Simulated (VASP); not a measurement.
# SnSe2 (P-3m1) in VASP: a series of runs

SnSe2 is run at these levels: PBE+D3(BJ); tasks: single point.

Everything below comes from runs of VASP 6.6.1. Logs are shortened: lines on timing, memory, paths and dates and some standing lists are left out, and cuts for length are marked.

### 1 The cell of the first run

The structure is trigonal, space group P-3m1 (No. 164). Conventional cell: a = 3.811 Å, b = 3.811 Å, c = 6.137 Å, α = 90.00°, β = 90.00°, γ = 120.00°. Within 3.5 Å of Sn (site symmetry -3m) lie 6 Se at 2.68 Å. Within 3.5 Å of Se (site symmetry 3m) lie 3 Sn at 2.68 Å.

### 2 Single point, PBE+D3(BJ)

INCAR reads:

```
SYSTEM = SnSe2
PREC = Accurate ; ENCUT = 520
EDIFF = 1E-6 ; ISMEAR = 0
SIGMA = 0.05 ; LREAL = .False.
LASPH = .True. ; NELM = 100
ALGO = Normal ; ISIF = 2
LWAVE = .False. ; LCHARG = .True.
GGA = PE ; IVDW = 12
LELF = .True. ; LVHAR = .True.
NBANDS = 35
```

KPOINTS reads:

```
Automatic mesh
0
Gamma
  8 8 3
  0 0 0
```

POSCAR reads:

```
SnSe2
1.0
   -3.8109987816      0.0000000000      0.0000000000
   -1.9054993908     -3.3004217586      0.0000000000
    0.0000000000      0.0000000000     12.2740000000
Sn Se
2 4
Direct
    0.0000000000      0.0000000000      0.0000000000
    0.0000000000      0.0000000000      0.5000000000
    0.3333333333      0.3333333333      0.1250000000
    0.3333333333      0.3333333333      0.6250000000
    0.6666666667      0.6666666667      0.3750000000
    0.6666666667      0.6666666667      0.8750000000
```

Potentials or basis: VASP PAW PBE potentials, release 64 (Sn_d, Se).

On the command line:

```
cat potpaw_PBE.64/Sn_d/POTCAR potpaw_PBE.64/Se/POTCAR > POTCAR
mpirun -np 1 vasp_std > vasp.out
```

OUTCAR:

```text
SYSTEM = SnSe2
   PREC = Accurate
   ENCUT = 520
   EDIFF = 1E-6
   ISMEAR = 0
   LREAL = .False.
   LASPH = .True.
   NELM = 100
   ISIF = 2
   GGA = PE
   IVDW = 12
 IVDW          = 12

 ion  position               nearest neighbor table
   1  0.000  0.000  0.000-   3 2.68   6 2.68   6 2.68   3 2.68   6 2.68   3 2.68
   2  0.000  0.000  0.500-   4 2.68   5 2.68   5 2.68   4 2.68   5 2.68   4 2.68
   3  0.333  0.333  0.125-   1 2.68   1 2.68   1 2.68
   4  0.333  0.333  0.625-   2 2.68   2 2.68   2 2.68
   5  0.667  0.667  0.375-   2 2.68   2 2.68   2 2.68
   6  0.667  0.667  0.875-   1 2.68   1 2.68   1 2.68

  LATTYP: Found a hexagonal cell.
 ALAT       =     3.8109987816
 C/A-ratio  =     3.2206780174

  Lattice vectors:

 A1 = (   1.9054993908,   3.3004217586,   0.0000000000)
 A2 = (  -3.8109987816,   0.0000000000,   0.0000000000)
 A3 = (   0.0000000000,   0.0000000000,  12.2740000000)

Analysis of symmetry for initial positions (statically):
=====================================================================
 Subroutine PRICEL returns following result:

  LATTYP: Found a hexagonal cell.
 ALAT       =     3.8109987816
 C/A-ratio  =     1.6103390087

  Lattice vectors:

 A1 = (   1.9054993908,   3.3004217586,   0.0000000000)
 A2 = (  -3.8109987816,   0.0000000000,   0.0000000000)
 A3 = (   0.0000000000,   0.0000000000,   6.1370000000)

   2 primitive cells build up your supercell.

 Routine SETGRP: Setting up the symmetry group for a
 hexagonal supercell.

 Subroutine GETGRP returns: Found 12 space group operations
 (whereof 12 operations were pure point group operations)
 out of a pool of 24 trial point group operations.

The static configuration has the point symmetry D_3d.

Analysis of symmetry for dynamics (positions and initial velocities):
=====================================================================
 Subroutine PRICEL returns following result:

  LATTYP: Found a hexagonal cell.
 ALAT       =     3.8109987816
 C/A-ratio  =     1.6103390087

  Lattice vectors:

 A1 = (   1.9054993908,   3.3004217586,   0.0000000000)
 A2 = (  -3.8109987816,   0.0000000000,   0.0000000000)
 A3 = (   0.0000000000,   0.0000000000,   6.1370000000)

   2 primitive cells build up your supercell.

 Routine SETGRP: Setting up the symmetry group for a
 hexagonal supercell.

 Subroutine GETGRP returns: Found 12 space group operations
 (whereof 12 operations were pure point group operations)
 out of a pool of 24 trial point group operations.

The dynamic configuration has the point symmetry D_3d.

 Subroutine INISYM returns: Found 12 space group operations
 (whereof 12 operations are pure point group operations),
 and found     2 'primitive' translations

----------------------------------------------------------------------------------------

                                     Primitive cell

  volume of cell :      77.1906

  direct lattice vectors                    reciprocal lattice vectors
     1.905499391  3.300421759  0.000000000     0.000000000  0.302991579  0.000000000
    -3.810998782  0.000000000  0.000000000    -0.262398405  0.151495789  0.000000000
     0.000000000  0.000000000  6.137000000     0.000000000  0.000000000  0.162946065

  length of vectors
     3.810998782  3.810998782  6.137000000     0.302991579  0.302991579  0.162946065

  position of ions in fractional coordinates (direct lattice)
     0.000000000  0.000000000  0.000000000
     0.666666667  0.333333333  0.250000000
     0.333333333  0.666666667  0.750000000

  ion indices of the primitive-cell ions
   primitive index   ion index
                 1           1
                 2           3
                 3           6

----------------------------------------------------------------------------------------

 KPOINTS: Automatic mesh

Automatic generation of k-mesh.
 Grid dimensions read from file:
 generate k-points for:    8    8    3

 Generating k-lattice:

  Cartesian coordinates                     Fractional coordinates (reciprocal lattice)
    -0.032799801  0.018936974  0.000000000     0.125000000  0.000000000  0.000000000
     0.000000000 -0.037873947  0.000000000     0.000000000  0.125000000  0.000000000
     0.000000000  0.000000000  0.027157677     0.000000000  0.000000000  0.333333333

  Length of vectors
     0.037873947  0.037873947  0.027157677

  Shift w.r.t. Gamma in fractional coordinates (k-lattice)
     0.000000000  0.000000000  0.000000000

 Subroutine IBZKPT returns following result:
 ===========================================

 Found     25 irreducible k-points:

 Following reciprocal coordinates:
            Coordinates               Weight
  0.000000  0.000000  0.000000      1.000000
  0.125000  0.000000  0.000000      6.000000
  0.250000  0.000000  0.000000      6.000000
  0.375000  0.000000  0.000000      6.000000
  0.500000  0.000000  0.000000      3.000000
  0.250000  0.125000  0.000000      6.000000
[... 16 lines left out ...]
  0.375000  0.500000  0.333333     12.000000
  0.500000  0.250000  0.333333     12.000000
   k-points           NKPTS =     25   k-points in BZ     NKDIM =     25   number of bands    NBANDS=     35
   number of dos      NEDOS =    301   number of ions     NIONS =      6
   total plane-waves  NPLWV =  75264
   dimension x,y,z NGX =    28 NGY =   28 NGZ =   96
   dimension x,y,z NGXF=    56 NGYF=   56 NGZF=  192
   ions per type =               2   4
   NGX,Y,Z   is equivalent  to a cutoff of  12.21, 12.21, 13.00 a.u.
   NGXF,Y,Z  is equivalent  to a cutoff of  24.43, 24.43, 26.01 a.u.
 SYSTEM =  SnSe2
   PREC   = accura    normal or accurate (medium, high low for compatibility)
   ISTART =      0    job   : 0-new  1-cont  2-samecut
   ICHARG =      2    charge: 1-file 2-atom 10-const
   ISPIN  =      1    spin polarized calculation?
   LNONCOLLINEAR =      F non collinear calculations
   LSORBIT =      F    spin-orbit coupling
   LASPH  =      T    aspherical Exc in radial PAW
   ENCUT  =  520.0 eV  38.22 Ry    6.18 a.u.   7.09  7.09 22.82*2*pi/ulx,y,z
   NELM   =    100;   NELMIN=  2; NELMDL= -5     # of ELM steps
   EDIFF  = 0.1E-05   stopping-criterion for ELM
   LREAL  =      F    real-space projection
   EDIFFG = 0.1E-04   stopping-criterion for IOM
   NSW    =      0    number of steps for IOM
   IBRION =     -1    ionic relax: 0-MD 1-quasi-New 2-CG
   NFREE  =      0    steps in history (QN), initial steepest desc. (CG)
   ISIF   =      2    stress and relaxation
   ISYM   =      2    0-nonsym 1-usesym 2-fastsym
   POTIM  = 0.5000    time-step for ionic-motion
   TEBEG  =    0.0;   TEEND  =   0.0 temperature during run
   PSTRESS=    0.0 pullay stress
   NELECT =      52.0000    total number of electrons
   NUPDOWN=      -1.0000    fix difference up-down
   EMIN   =  10.00;   EMAX   =-10.00  energy-range for DOS
   EFERMI =   0.00;   METHOD = LEGACY
   ISMEAR =     0;   SIGMA  =   0.05  broadening in eV -4-tet -1-fermi 0-gaus
   EFERMI_NEDOS =   21; number of points for ismear=-14 and -15
   IALGO  =     38    algorithm
   IMIX   =      4    mixing-type and parameters
     AMIX     =   0.40;   BMIX     =  1.00
     AMIX_MAG =   1.60;   BMIX_MAG =  1.00
  volume/ion in A,a.u.               =      25.73       173.64
  Fermi-wavevector in a.u.,A,eV,Ry     =   1.139054  2.152501 17.652812  1.297445
  Thomas-Fermi vector in A             =   2.275758
   LORBIT       =      0    0 simple, 1 ext, 2 COOP (PROOUT), +10 PAW based schemes
   GGA     = PE    functional components
   LHFCALC =     F    Hartree Fock is set to
   AEXX    =    0.0000 exact exchange contribution
   IVDW    =    12    specifies the selected vdW correction
   LEPSILON=     F    determine dielectric tensor
   LRPA    =     F    only Hartree local field effects (RPA)
 non-spin polarized calculation
 Gauss-broadening in eV      SIGMA  =   0.05
  energy-cutoff  :      520.00
  volume of cell :      154.38
 maximum number of plane-waves:      4187
   NGX = 15   NGY = 15   NGZ = 45

 number of electron      52.0000013 magnetization

 Free energy of the ion-electron system (eV)
  ---------------------------------------------------
  ext. energy  EPLUGINS =         0.00000000
  ---------------------------------------------------
  free energy    TOTEN  =       -23.51268133 eV

  energy without entropy =      -23.51268133  energy(sigma->0) =      -23.51268133

 E-fermi :   4.4018     XC(G=0):  -9.4588

 val. band max:        4.1714720013   @ k =   0.1250   0.0000   0.0000
 cond. band min:       4.9223048385   @ k =   0.5000   0.0000   0.3333
 fundamental gap:      0.7508328371
 Fermi energy:         4.4017815807

 k-point     1 :       0.0000    0.0000    0.0000
  band No.  band energies     occupation
      1     -17.0932      2.00000
      2     -17.0932      2.00000
      3     -17.0932      2.00000
      4     -17.0932      2.00000
      5     -17.0544      2.00000
      6     -17.0543      2.00000
[... 27 lines left out ...]
     34       8.8158      0.00000
     35      12.3025      0.00000

 k-point     2 :       0.1250    0.0000    0.0000
  band No.  band energies     occupation
      1     -17.1010      2.00000
      2     -17.1010      2.00000
      3     -17.0879      2.00000
      4     -17.0879      2.00000
      5     -17.0502      2.00000
      6     -17.0501      2.00000
[... 27 lines left out ...]
     34       9.1658      0.00000
     35      11.3213      0.00000

 k-point     3 :       0.2500    0.0000    0.0000
  band No.  band energies     occupation
      1     -17.1220      2.00000
      2     -17.1219      2.00000
      3     -17.0785      2.00000
      4     -17.0785      2.00000
      5     -17.0530      2.00000
      6     -17.0530      2.00000
[... 27 lines left out ...]
     34       9.9677      0.00000
     35      10.7658      0.00000
[... 723 lines left out ...]
 k-point    23 :       0.3750    0.5000    0.3333
  band No.  band energies     occupation
      1     -17.1441      2.00000
      2     -17.1440      2.00000
      3     -17.0811      2.00000
      4     -17.0810      2.00000
      5     -17.0574      2.00000
      6     -17.0574      2.00000
[... 27 lines left out ...]
     34      10.4360      0.00000
     35      10.4492      0.00000

 k-point    24 :       0.5000    0.2500    0.3333
  band No.  band energies     occupation
      1     -17.1309      2.00000
      2     -17.1308      2.00000
      3     -17.0925      2.00000
      4     -17.0925      2.00000
      5     -17.0478      2.00000
      6     -17.0478      2.00000
[... 27 lines left out ...]
     34      10.9193      0.00000
     35      11.0629      0.00000

 [... further k-points ...]

------------------------ aborting loop because EDIFF is reached ----------------------------------------

 Edisp (eV)   -2.16560

 E8    (eV) :    -0.9473

  FORCE on cell =-STRESS in cart. coord.  units (eV):
  Direction    XX          YY          ZZ          XY          YZ          ZX
  --------------------------------------------------------------------------------------
  -------------------------------------------------------------------------------------
  Total       2.51100     2.51100     3.77365    -0.00000    -0.00000     0.00000
  in kB      26.05932    26.05932    39.16320    -0.00000    -0.00000     0.00000
  external pressure =       30.43 kB  Pullay stress =        0.00 kB

 VOLUME and BASIS-vectors are now :
 -----------------------------------------------------------------------------
  energy-cutoff  :      520.00
  volume of cell :      154.38
      direct lattice vectors                 reciprocal lattice vectors
    -3.810998782  0.000000000  0.000000000    -0.262398405  0.151495789  0.000000000
    -1.905499391 -3.300421759  0.000000000     0.000000000 -0.302991579  0.000000000
     0.000000000  0.000000000 12.274000000     0.000000000  0.000000000  0.081473032

 POSITION                                       TOTAL-FORCE (eV/Angst)
 -----------------------------------------------------------------------------------
      0.00000      0.00000      0.00000        -0.000000      0.000000      0.000000
      0.00000      0.00000      6.13700        -0.000000      0.000000      0.000000
     -1.90550     -1.10014      1.53425         0.000000      0.000000      0.746330
     -1.90550     -1.10014      7.67125         0.000000      0.000000      0.746330
     -3.81100     -2.20028      4.60275        -0.000000     -0.000000     -0.746330
     -3.81100     -2.20028     10.73975        -0.000000     -0.000000     -0.746330
 -----------------------------------------------------------------------------------
    total drift:                                0.000000      0.000000      0.000000

  FREE ENERGIE OF THE ION-ELECTRON SYSTEM (eV)
  ---------------------------------------------------
  free  energy   TOTEN  =       -25.6782840816 eV

  energy  without entropy=      -25.6782840816  energy(sigma->0) =      -25.67828408
```

It took 2.2 min on 1 thread of AMD EPYC 7R13 (Zen 3), shared host; peak memory 0.29 GiB.

What came out:

```yaml
Free_energy: -25.6783 eV
Pressure: 3.0 GPa
Largest_force: 0.746 eV/Å
Band_gap_on_the_k_mesh: 0.75 eV
Dispersion_energy_per_atom: -0.361 eV
```

Forces on the atoms (eV/Å):
```
Sn   0.000  0.000  0.000
Sn   0.000  0.000  0.000
Se   0.000  0.000  0.746
Se   0.000  0.000  0.746
Se   0.000  0.000 -0.746
Se   0.000  0.000 -0.746
```

Levels at points of the mesh, in eV from the valence-band top:
```tsv
k point	band 24	band 25	band 26	band 27	band 28	band 29
(0.00, 0.00, 0.00)	-0.23	-0.23	-0.01	1.08	2.46	2.93
(0.50, 0.00, 0.00)	-0.84	-0.70	-0.30	0.85	1.16	3.79
```

Caveat: spin-orbit coupling is left out, which moves the levels of the heavy elements.

### 3 Single point, PBE+D3(BJ)

This run uses another cell than the first one: it holds 12 atoms, not 6.

INCAR reads:

```
PREC = Accurate
ENCUT = 520
EDIFF = 1E-6
ISMEAR = 0
SIGMA = 0.05
LREAL = False
LASPH = True
NELM = 100
ALGO = Normal
ISIF = 2
LWAVE = False
LCHARG = True
GGA = PE
IVDW = 12
LELF = True
LVHAR = True
NBANDS = 64
LUSENCCL = False
```

KPOINTS reads:

```
regular mesh
0
Gamma
  7 5 2
```

POSCAR reads:

```
SnSe2
1.0
    1.9054993908     -3.3004217586      0.0000000000
    0.0000000000      0.0000000000     -6.1370000000
   11.4329963447      6.6008435173      0.0000000000
Sn Se
4 8
Direct
    0.0000000000      0.0000000000      0.0000000000
    0.5000000000      0.0000000000      0.2500000000
    0.0000000000      0.0000000000      0.5000000000
    0.5000000000      0.0000000000      0.7500000000
    0.5000000000      0.7500000000      0.0833333333
    0.0000000000      0.7500000000      0.3333333333
    0.5000000000      0.7500000000      0.5833333333
    0.0000000000      0.7500000000      0.8333333333
    0.0000000000      0.2500000000      0.1666666667
    0.5000000000      0.2500000000      0.4166666667
    0.0000000000      0.2500000000      0.6666666667
    0.5000000000      0.2500000000      0.9166666667
```

Potentials or basis: VASP PAW PBE potentials, release 64 (Sn_d, Se).

On the command line:

```
cat potpaw_PBE.64/Sn_d/POTCAR potpaw_PBE.64/Se/POTCAR > POTCAR
mpirun -np 1 vasp_std > vasp.out
```

Wall time 2.3 min (1 × NVIDIA H100 80GB with 1 thread of AMD EPYC 7R13 (Zen 3), shared host); peak memory 1.6 GiB.

The run converged. Its results:

- Free energy: -51.3562 eV
- Pressure: 3.0 GPa
- Largest force: 0.747 eV/Å
- Band gap on the k mesh: 0.75 eV
- Dispersion energy per atom: -0.361 eV

Forces in eV/Å, atoms in the order of the input:
```
Sn   0.000  0.000  0.000
Sn   0.000  0.000  0.000
Sn   0.000  0.000  0.000
Sn   0.000  0.000  0.000
Se   0.001  0.001  0.747
Se   0.001  0.001  0.747
Se   0.001  0.001  0.747
Se   0.001  0.001  0.747
Se  -0.001 -0.001 -0.747
Se  -0.001 -0.001 -0.747
Se  -0.001 -0.001 -0.747
Se  -0.001 -0.001 -0.747
```

Stress tensor (GPa, compression positive):
```
 2.59 -0.02  0.01
-0.02  2.61  0.01
 0.01  0.01  3.91
```

Levels at points of the mesh, in eV from the valence-band top:
```
           k point  band 48  band 49  band 50  band 51  band 52  band 53  band 54  band 55  band 56  band 57
(0.00, 0.00, 0.00)    -0.26    -0.26    -0.17    -0.17    -0.05     1.04     1.12     1.96     1.96     2.92
(0.00, 0.00, 0.50)    -0.28    -0.17    -0.17    -0.04    -0.04     1.32     1.32     2.07     2.07     3.61
```

Caveat: spin-orbit coupling is left out, which moves the levels of the heavy elements.
